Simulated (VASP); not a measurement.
# Pt (P-1) in VASP: notebook, part 2 of 2

VASP 6.6.1. Earlier steps stand in the parts before.

## 4. Relaxation of cell and atoms, PBE+D3(BJ)

Input file INCAR:

```
SYSTEM = Pt
  PREC = Accurate
  ENCUT = 600
  EDIFF = 1E-6
  ISMEAR = -1
  SIGMA = 0.05
  LREAL = .False.
  LASPH = .True.
  NELM = 100
  ALGO = Fast
  ISIF = 3
  LWAVE = .False.
  LCHARG = .False.
  GGA = PE
  IVDW = 12
  IBRION = 2
  NSW = 60
  EDIFFG = -0.01
```

Input file KPOINTS:

```
regular mesh
0
Gamma
  12 12 12
  0 0 0
```

Input file POSCAR:

```
Pt
1.0
   -1.5821724000      1.5849819900      1.5846552900
    1.6029151900     -1.5797795700      1.6001956600
    1.5674823500      1.5650895200     -1.5794528700
Pt
1
Direct
    0.0000000000      0.0000000000      0.0000000000
```

Potentials or basis: VASP PAW PBE potentials, release 64 (Pt).

Started as:

```bash
> cat potpaw_PBE.64/Pt/POTCAR > POTCAR
> mpirun -np 1 vasp_std > vasp.out
```

OUTCAR:

```text
SYSTEM = Pt
   PREC = Accurate
   ENCUT = 600
   EDIFF = 1E-6
   ISMEAR = -1
   LREAL = .False.
   LASPH = .True.
   NELM = 100
   ISIF = 3
   GGA = PE
   IVDW = 12
   IBRION = 2
   NSW = 60
   EDIFFG = -0.01
 IVDW          = 12

 ion  position               nearest neighbor table
   1  0.000  0.000  0.000-

  LATTYP: Found a triclinic cell.
 ALAT       =     7.0502409581
 B/A-ratio  =     0.6343495643
 C/A-ratio  =     0.3891298857
 COS(alpha) =     0.0001609558
 COS(beta)  =     0.2598621991
 COS(gamma) =     0.9480271513

  Lattice vectors:

 A1 = (  -0.0501228900,   6.2949406000,  -3.1744461100)
 A2 = (  -0.0354328400,   3.1448690900,  -3.1796485300)
 A3 = (  -1.5821724000,   1.5849819900,   1.5846552900)

Analysis of symmetry for initial positions (statically):
=====================================================================
 Subroutine PRICEL returns:
 Original cell was already a primitive cell.

 Routine SETGRP: Setting up the symmetry group for a
 triclinic supercell.

 Subroutine GETGRP returns: Found  2 space group operations
 (whereof  2 operations were pure point group operations)
 out of a pool of  2 trial point group operations.

The static configuration has the point symmetry S_2 .

Analysis of symmetry for dynamics (positions and initial velocities):
=====================================================================
 Subroutine PRICEL returns:
 Original cell was already a primitive cell.

 Routine SETGRP: Setting up the symmetry group for a
 triclinic supercell.

 Subroutine GETGRP returns: Found  2 space group operations
 (whereof  2 operations were pure point group operations)
 out of a pool of  2 trial point group operations.

The dynamic configuration has the point symmetry S_2 .

 Subroutine INISYM returns: Found  2 space group operations
 (whereof  2 operations are pure point group operations),
 and found     1 'primitive' translations

----------------------------------------------------------------------------------------

                                     Primitive cell

  volume of cell :      15.9025

  direct lattice vectors                    reciprocal lattice vectors
    -1.582172400  1.584981990  1.584655290    -0.000582431  0.316932687  0.313472524
     1.602915190 -1.579779570  1.600195660     0.313381304  0.000946240  0.311943852
     1.567482350  1.565089520 -1.579452870     0.316912558  0.318935271 -0.002585014

  length of vectors
     2.743459458  2.761460980  2.720510520     0.445770895  0.442173839  0.449622018

  position of ions in fractional coordinates (direct lattice)
     0.000000000  0.000000000  0.000000000

  ion indices of the primitive-cell ions
   primitive index   ion index
                 1           1

----------------------------------------------------------------------------------------

 KPOINTS: regular mesh

Automatic generation of k-mesh.
 Grid dimensions read from file:
 generate k-points for:   12   12   12

 Generating k-lattice:

  Cartesian coordinates                     Fractional coordinates (reciprocal lattice)
    -0.000048536  0.026411057  0.026122710     0.083333333 -0.000000000  0.000000000
     0.026115109  0.000078853  0.025995321    -0.000000000  0.083333333  0.000000000
     0.026409380  0.026577939 -0.000215418    -0.000000000  0.000000000  0.083333333

  Length of vectors
     0.037147575  0.036847820  0.037468501

  Shift w.r.t. Gamma in fractional coordinates (k-lattice)
     0.000000000  0.000000000  0.000000000

 Subroutine IBZKPT returns following result:
 ===========================================

 Found    868 irreducible k-points:

 Following reciprocal coordinates:
            Coordinates               Weight
  0.000000  0.000000  0.000000      1.000000
  0.083333  0.000000 -0.000000      2.000000
  0.166667  0.000000 -0.000000      2.000000
  0.250000  0.000000 -0.000000      2.000000
  0.333333 -0.000000 -0.000000      2.000000
  0.416667  0.000000 -0.000000      2.000000
[... 16 lines left out ...]
  0.250000  0.166667 -0.000000      2.000000
  0.333333  0.166667 -0.000000      2.000000
 [... further k-points ...]
   k-points           NKPTS =    868   k-points in BZ     NKDIM =    868   number of bands    NBANDS=      9
   number of dos      NEDOS =    301   number of ions     NIONS =      1
   total plane-waves  NPLWV =  13824
   dimension x,y,z NGX =    24 NGY =   24 NGZ =   24
   dimension x,y,z NGXF=    48 NGYF=   48 NGZF=   48
   ions per type =               1
   NGX,Y,Z   is equivalent  to a cutoff of  14.54, 14.45, 14.67 a.u.
   NGXF,Y,Z  is equivalent  to a cutoff of  29.09, 28.90, 29.33 a.u.
 SYSTEM =  Pt
   PREC   = accura    normal or accurate (medium, high low for compatibility)
   ISTART =      0    job   : 0-new  1-cont  2-samecut
   ICHARG =      2    charge: 1-file 2-atom 10-const
   ISPIN  =      1    spin polarized calculation?
   LNONCOLLINEAR =      F non collinear calculations
   LSORBIT =      F    spin-orbit coupling
   LASPH  =      T    aspherical Exc in radial PAW
   ENCUT  =  600.0 eV  44.10 Ry    6.64 a.u.   5.48  5.52  5.43*2*pi/ulx,y,z
   NELM   =    100;   NELMIN=  2; NELMDL= -5     # of ELM steps
   EDIFF  = 0.1E-05   stopping-criterion for ELM
   LREAL  =      F    real-space projection
   EDIFFG = -.1E-01   stopping-criterion for IOM
   NSW    =     60    number of steps for IOM
   IBRION =      2    ionic relax: 0-MD 1-quasi-New 2-CG
   NFREE  =      1    steps in history (QN), initial steepest desc. (CG)
   ISIF   =      3    stress and relaxation
   ISYM   =      2    0-nonsym 1-usesym 2-fastsym
   POTIM  = 0.5000    time-step for ionic-motion
   TEBEG  =    0.0;   TEEND  =   0.0 temperature during run
   PSTRESS=    0.0 pullay stress
   NELECT =      10.0000    total number of electrons
   NUPDOWN=      -1.0000    fix difference up-down
   EMIN   =  10.00;   EMAX   =-10.00  energy-range for DOS
   EFERMI =   0.00;   METHOD = LEGACY
   ISMEAR =    -1;   SIGMA  =   0.05  broadening in eV -4-tet -1-fermi 0-gaus
   EFERMI_NEDOS =   21; number of points for ismear=-14 and -15
   IALGO  =     68    algorithm
   IMIX   =      4    mixing-type and parameters
     AMIX     =   0.40;   BMIX     =  1.00
     AMIX_MAG =   1.60;   BMIX_MAG =  1.00
  volume/ion in A,a.u.               =      15.90       107.32
  Fermi-wavevector in a.u.,A,eV,Ry     =   1.402556  2.650446 26.764870  1.967162
  Thomas-Fermi vector in A             =   2.525306
   LORBIT       =      0    0 simple, 1 ext, 2 COOP (PROOUT), +10 PAW based schemes
   GGA     = PE    functional components
   LHFCALC =     F    Hartree Fock is set to
   AEXX    =    0.0000 exact exchange contribution
   IVDW    =    12    specifies the selected vdW correction
   LEPSILON=     F    determine dielectric tensor
   LRPA    =     F    only Hartree local field effects (RPA)
 conjugate gradient relaxation of ions
 non-spin polarized calculation
 RMM-DIIS sequential band-by-band and
  energy-cutoff  :      600.00
  volume of cell :       15.90
 maximum number of plane-waves:       547
 NGX is ok and might be reduce to    24
   NGX = 11   NGY = 11   NGZ = 11

--------------------------------------- Ionic step        1  -------------------------------------------

 number of electron      10.0000000 magnetization

 number of electron       9.9999999 magnetization

 Free energy of the ion-electron system (eV)
  ---------------------------------------------------
  ext. energy  EPLUGINS =         0.00000000
  ---------------------------------------------------
  free energy    TOTEN  =        -6.01753113 eV

  energy without entropy =       -6.01119671  energy(sigma->0) =       -6.01436392

------------------------ aborting loop because EDIFF is reached ----------------------------------------

 Edisp (eV)   -0.73634

 E8    (eV) :    -0.3370
[... 102 lines left out ...]
  FREE ENERGIE OF THE ION-ELECTRON SYSTEM (eV)
  ---------------------------------------------------
  free  energy   TOTEN  =        -6.7738435382 eV

  energy  without entropy=       -6.7679973617  energy(sigma->0) =       -6.77092045

[... ionic steps 4 to 43 ...]

--------------------------------------- Ionic step       44  -------------------------------------------

 number of electron      10.0000001 magnetization

------------------------ aborting loop because EDIFF is reached ----------------------------------------
[... 73 lines left out ...]
--------------------------------------- Ionic step       46  -------------------------------------------

 number of electron      10.0000001 magnetization

 Free energy of the ion-electron system (eV)
  ---------------------------------------------------
  ext. energy  EPLUGINS =         0.00000000
  ---------------------------------------------------
  free energy    TOTEN  =        -6.09307196 eV

  energy without entropy =       -6.08342173  energy(sigma->0) =       -6.08824684

 E-fermi :  11.0043     XC(G=0): -13.3935

 val. band max:       11.0041505672   @ k =  -0.4167  -0.2500   0.0833
 cond. band min:      11.0047454427   @ k =  -0.1667   0.4167   0.4167
 fundamental gap:      0.0005948755
 Fermi energy:        11.0042938173

 k-point     1 :       0.0000    0.0000    0.0000
  band No.  band energies     occupation
      1       0.9414      2.00000
      2       6.0487      2.00000
      3       7.7940      2.00000
      4       8.1087      2.00000
      5       8.1293      2.00000
      6      10.5687      1.99967
      7      26.5215      0.00000
      8      26.5636      0.00000
      9      31.6041      0.00000
[... 265 lines left out ...]
 k-point    24 :       0.3333    0.1667   -0.0000
  band No.  band energies     occupation
      1       4.6650      2.00000
      2       5.5860      2.00000
      3       8.0822      2.00000
      4       9.4428      2.00000
      5      10.1883      2.00000
      6      13.2561      0.00000
      7      20.1240      0.00000
      8      23.1067      0.00000
      9      26.3377      0.00000

 [... further k-points ...]

------------------------ aborting loop because EDIFF is reached ----------------------------------------

 Edisp (eV)   -0.76819

 E8    (eV) :    -0.3522
[... 24 lines left out ...]
  FREE ENERGIE OF THE ION-ELECTRON SYSTEM (eV)
  ---------------------------------------------------
  free  energy   TOTEN  =        -6.8612644499 eV

  energy  without entropy=       -6.8516142229  energy(sigma->0) =       -6.85643934

 reached required accuracy - stopping structural energy minimisation
```

OSZICAR:

```text
N       E                     dE             d eps       ncg     rms          rms(c)
DAV:   1     0.416453565567E+02    0.41645E+02   -0.59623E+03 15896   0.116E+03
DAV:   2    -0.588197193883E+01   -0.47527E+02   -0.45748E+02 16465   0.198E+02
DAV:   3    -0.637676001120E+01   -0.49479E+00   -0.48380E+00 17902   0.206E+01
[... 322 lines left out ...]
       N       E                     dE             d eps       ncg     rms          rms(c)
DAV:   1    -0.609311012980E+01   -0.44641E-03   -0.17967E-03 16044   0.405E-01    0.378E-02
RMM:   2    -0.609307764706E+01    0.32483E-04   -0.32470E-05 15624   0.584E-02    0.162E-02
RMM:   3    -0.609307240532E+01    0.52417E-05   -0.64979E-06 15618   0.254E-02    0.727E-03
RMM:   4    -0.609307195663E+01    0.44869E-06   -0.84254E-07  9389   0.991E-03
  46 F= -.68612644E+01 E0= -.68564393E+01  d E =-.110838E-04
```

Run time: 51 min. Hardware: 1 thread of Intel Xeon 8259CL, shared host; peak memory 0.42 GiB.

Results:

```
Free energy                           : -6.8613 eV
Relaxed volume                        : 15.29 Å³/atom
Relaxed cell                          : a = 2.734 Å, b = 2.734 Å, c = 2.733 Å, α = 104.13°, β = 120.44°, γ = 104.43°
Space group after relaxing (to 0.1 Å) : I4/mmm (No. 139)
Energy gained by relaxing             : 107.4 meV/atom
Ionic steps                           : 46
Pressure after relaxing               : 0.0 GPa
Band gap on the k mesh                : zero (bands 5 and 6 overlap by 2.08 eV)
Dispersion energy per atom            : -0.768 eV
```

Stress tensor (GPa, compression positive):
```
-0.08  0.05 -0.04
 0.05  0.00 -0.04
-0.04 -0.04  0.03
```

The path:
```
step  energy change (eV)  largest force (eV/Å)  pressure (GPa)  volume (Å³)
   1              0.0000                0.0000           -9.36        15.90
   3             -0.0200                0.0000           -0.12        15.30
   5             -0.0207                0.0000           -0.10        15.30
   7             -0.0210                0.0000            0.03        15.29
   9             -0.0250                0.0000            0.46        15.26
  11             -0.0750                0.0000            3.25        15.07
  13             -0.0889                0.0000            4.70        15.00
  15             -0.0940                0.0000            6.24        14.93
  17             -0.0958                0.0000            5.93        14.95
  19             -0.1024                0.0000           -2.00        15.37
  21             -0.1031                0.0000           -0.47        15.29
  23             -0.1043                0.0000            0.18        15.26
  25             -0.1044                0.0000            0.07        15.27
  27             -0.1045                0.0000           -1.14        15.34
  29             -0.1047                0.0000           -0.47        15.30
  31             -0.1050                0.0000            0.83        15.24
  33             -0.1052                0.0000            0.77        15.24
  35             -0.1061                0.0000            0.66        15.25
  37             -0.1072                0.0000           -0.66        15.32
  39             -0.1074                0.0000            0.01        15.29
  41             -0.1074                0.0000            0.25        15.28
  43             -0.1074                0.0000            0.14        15.28
  45             -0.1074                0.0000            0.09        15.28
  46             -0.1074                0.0000           -0.02        15.29
```

Final structure:
```
CELL_PARAMETERS angstrom
-1.68006 1.35806 1.67614
1.68065 -1.35955 1.67445
1.68073 1.35742 -1.67410
ATOMIC_POSITIONS crystal
Pt 0.00000 0.00000 0.00000
```

Levels at points of the mesh, in eV from the Fermi level:
| k point | band 3 | band 4 | band 5 | band 6 | band 7 | band 8 |
| --- | --- | --- | --- | --- | --- | --- |
| (0.00, 0.00, 0.00) | -3.21 | -2.90 | -2.87 | -0.44 | 15.52 | 15.56 |
| (0.50, 0.00, 0.00) | -1.62 | 0.33 | 0.58 | 0.65 | 7.31 | 12.50 |
| (0.00, 0.50, 0.00) | -3.33 | -1.58 | -0.88 | 0.58 | 5.14 | 14.90 |
| (0.50, 0.50, 0.00) | -1.66 | 0.33 | 0.57 | 0.63 | 7.28 | 12.53 |
| (0.00, 0.00, 0.50) | -1.66 | 0.33 | 0.57 | 0.64 | 7.29 | 12.53 |
| (0.50, 0.00, 0.50) | -3.33 | -1.59 | -0.88 | 0.58 | 5.15 | 14.89 |
| (0.00, 0.50, 0.50) | -1.63 | 0.33 | 0.58 | 0.66 | 7.32 | 12.50 |
| (0.50, 0.50, 0.50) | 0.18 | 0.19 | 0.73 | 5.45 | 5.53 | 11.85 |

Caveat: spin-orbit coupling is left out, which moves the levels of the heavy elements.

## 5. The runs side by side

```csv
task,level,cell,cutoff (eV),gap on the mesh (eV),pressure (GPa),relaxed volume (Å³/atom)
single point,PBE+D3(BJ),as given,520,none,-9.4,-
relaxation of cell and atoms,PBE,relaxed,600,none,0.0,15.78
relaxation of cell and atoms,PBE+D3(BJ),relaxed,600,none,0.0,15.29
```

Alike in all rows: potentials or basis VASP PAW PBE potentials, release 64 (Pt); no spin polarisation; k mesh 12 × 12 × 12; smearing fermi-dirac 0.05 eV.

Caveats: spin-orbit coupling is left out, which moves the levels of the heavy elements; three body term missing (at least some runs); the cell stands under tension (at least some runs).

Total energies depend on the potentials used, so only differences within one code and one set of settings carry meaning.

The gap in the log of VASP goes by the Fermi energy; the results here count the filled bands.